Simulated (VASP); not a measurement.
**Zn4As3: relaxation of cell and atoms with PBE**

Zn4As3:

```
Zn As
1.0
     5.20200    0.00000    0.00000
     0.00000    5.20200    0.00000
     0.00000    0.00000    5.20200
Zn As
4 3
Direct
  0.50000 0.00000 0.00000
  0.00000 0.50000 0.00000
  0.00000 0.00000 0.50000
  0.50000 0.50000 0.50000
  0.00000 0.50000 0.50000
  0.50000 0.00000 0.50000
  0.50000 0.50000 0.00000
```

This cell differs from its parent crystal: atoms taken out.

| Property | Result |
| --- | --- |
| Program | VASP 6.6.1 |
| Task | relaxation of cell and atoms |
| Functional | PBE |
| Potentials or basis | VASP PAW PBE potentials, release 64 (Zn, As) |
| Cutoff | 600 eV |
| k mesh | 8 × 8 × 8 |
| Occupations | gaussian, width 0.1 eV |
| Spin | no spin polarisation |
| Dipole correction | no |
| Further INCAR settings | ALGO = Normal; EDIFF = 1e-07; IBRION = 2; EDIFFG = -0.01; NSW = 100; ISIF = 3 |

* Relaxed volume: 20.45 Å³/atom
* Relaxed cell: a = 5.231 Å, b = 5.231 Å, c = 5.231 Å, α = 90.00°, β = 90.00°, γ = 90.00°
* Space group after relaxing (to 0.1 Å): Pm-3m (No. 221)
* Energy gained by relaxing: 0.9 meV/atom
* Ionic steps: 2
* Pressure after relaxing: 0.0 GPa
* Band gap on the k mesh: zero (an odd number of electrons rules out a gap without spin polarisation)

Step by step:
| step | energy change (eV) | largest force (eV/Å) | pressure (GPa) | volume (Å³) |
| --- | --- | --- | --- | --- |
| 1 | 0.0000 | 0.0000 | 0.92 | 140.77 |
| 2 | -0.0064 | 0.0000 | -0.04 | 143.13 |

Final structure:
```
CELL_PARAMETERS angstrom
5.23095 0.00000 0.00000
0.00000 5.23095 0.00000
0.00000 0.00000 5.23095
ATOMIC_POSITIONS crystal
Zn 0.50000 0.00000 0.00000
Zn 0.00000 0.50000 0.00000
Zn 0.00000 0.00000 0.50000
Zn 0.50000 0.50000 0.50000
As 0.00000 0.50000 0.50000
As 0.50000 0.00000 0.50000
As 0.50000 0.50000 0.00000
```

Levels at points of the mesh, in eV from the Fermi level:
```
           k point  band 28  band 29  band 30  band 31  band 32  band 33  band 34  band 35  band 36  band 37
(0.00, 0.00, 0.00)    -1.81    -1.81    -1.81    -0.41    -0.41    -0.37    -0.37    -0.37     1.04     5.19
(0.50, 0.00, 0.00)    -3.23    -2.68    -2.68    -0.61    -0.61    -0.39     2.23     2.85     3.77     3.77
(0.50, 0.50, 0.00)    -2.44    -2.38    -2.38     0.91     1.02     1.28     2.26     3.15     3.15     4.26
(0.50, 0.50, 0.50)    -1.17     1.25     1.25     1.25     1.25     1.25     4.28     4.28     4.28     4.88
```

It took 4.2 min on 1 thread of AMD EPYC 9R45 96-Core Processor (Zen 5), with other jobs on the host, peak memory 0.35 GiB.

Caveat: the cell differs from its parent crystal (atoms taken out); an odd number of electrons without spin polarisation forces a metal; a magnetic or distorted state may lie lower.
